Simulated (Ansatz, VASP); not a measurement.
## MgO in VASP and in Ansatz

File INCAR:

```
SYSTEM = MgO
PREC     = Accurate       ! precision mode
ENCUT    = 520            ! plane-wave cutoff, eV
EDIFF    = 1E-6           ! SCF threshold, eV
ISMEAR   = 0              ! smearing method
SIGMA    = 0.05           ! smearing width, eV
LREAL    = .FALSE.        ! projectors in reciprocal space
LASPH    = .TRUE.         ! aspherical terms in the spheres
NELM     = 80             ! most SCF steps
ALGO     = Normal         ! electronic algorithm
ISIF     = 2              ! what is computed and relaxed
LWAVE    = .FALSE.        ! write WAVECAR
LCHARG   = .FALSE.        ! write CHGCAR
GGA      = PE             ! functional
NBANDS   = 16             ! bands
```

The input KPOINTS:

```
regular mesh
0
G
  9 9 6
  0 0 0
```

File POSCAR:

```
MgO
1.0
    3.5474000000      0.0000000000      0.0000000000
   -1.7737000000      3.0721385174      0.0000000000
    0.0000000000      0.0000000000      4.9850000000
Mg O
2 2
Direct
    0.3333333333      0.6666666667      0.0063188013
    0.6666666667      0.3333333333      0.5063188013
    0.3333333333      0.6666666667      0.3982811987
    0.6666666667      0.3333333333      0.8982811987
```

Input for Ansatz:

```yaml
crystal:
  lattice:
    - [3.5474, 0.0, 0.0]
    - [-1.7737, 3.0721385174, 0.0]
    - [0.0, 0.0, 4.985]
  atoms:
    - { symbol: Mg, position: [0.3333333333, 0.6666666667, 0.0063188013] }
    - { symbol: Mg, position: [0.6666666667, 0.3333333333, 0.5063188013] }
    - { symbol: O, position: [0.3333333333, 0.6666666667, 0.3982811987] }
    - { symbol: O, position: [0.6666666667, 0.3333333333, 0.8982811987] }
basis:
  ecutwfc: 520.0
kpoints:
  mp_grid: { grid: [9, 9, 6] }
hamiltonian:
  xc: pbe
  pseudopotentials: { kind: paw, azcp: { folder: soft_1 } }
scf:
  occupations: { method: gaussian, width: 0.05 }
output:
  forces: true
  stress: true
  eigenvalues: true
  write_density: true
  write_potential: true
  elf: true
  volumetric_format: npy
```

Alike in both runs: task single point; functional PBE; k mesh 9 × 9 × 6; occupations gaussian, width 0.05 eV; no spin polarisation.

|  | VASP | Ansatz |
| --- | --- | --- |
| version | VASP 6.6.1 | Ansatz 0.2.0 |
| potentials or method | VASP PAW PBE potentials, release 64 (Mg, O), cutoff 520 eV | scalar-relativistic, plane waves, PAW |
| valence electrons in the cell | 16 | 32 |

|  | VASP | Ansatz | Ansatz less VASP |
| --- | --- | --- | --- |
| gap on the k mesh at the Fermi level (eV) | 2.73 | 2.75 | +0.022 |
| least direct gap on the mesh (eV) | 2.73 | 2.75 | +0.022 |
| pressure (GPa) | -9.9 | -9.4 | +0.46 |
| traceless stress, the component that is largest in VASP (GPa) | 9.31 | 9.19 | -0.121 |
| rms of the force components (eV/Å) | 0.386 | 0.383 | -0.0029 |

Atom by atom the forces differ by 0.003 eV/Å (rms over components). With one functional, cell and mesh, what is left measures potentials, basis and numerics. VASP's potentials hold 16 valence electrons a cell and Ansatz's 32, so a difference there can come from the potentials and not from the codes.
